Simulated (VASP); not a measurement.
CsSnI3:

```
Cs I Sn
1.0
     6.20570    0.00000    0.00000
     0.00000    6.20570    0.00000
     0.00000    0.00000    6.20570
Cs I Sn
1 3 1
Cartesian
  0.0000 0.0000 0.0000
  3.1029 3.1029 0.0000
  3.1029 0.0000 3.1029
  0.0000 3.1029 3.1029
  3.1029 3.1029 3.1029
```

Program: VASP 6.6.1. Alike in all runs: task single point; potentials or basis VASP PAW PBE potentials, release 64 (Cs_sv, I, Sn_d); no spin polarisation; cell as given; cutoff (eV) 520.

Problem. Order these runs on this cell by their band gap on the k mesh, lowest first.
A. level PBEsol+D4; k mesh 5 × 5 × 5; smearing fermi-dirac 0.05 eV
B. level PBE; k mesh 6 × 6 × 6; smearing fermi-dirac 0.05 eV
C. level PBEsol; k mesh 3 × 3 × 3; smearing fermi-dirac 0.03 eV

Solution. B (0.31 eV), A (1.72 eV), C (3.07 eV).

Caveats: spin-orbit coupling is left out, which moves the levels of the heavy elements; an odd mesh through Γ misses points on the zone boundary, where band edges can lie (at least some runs).

A k mesh can miss the band edges, odd and even meshes differently.
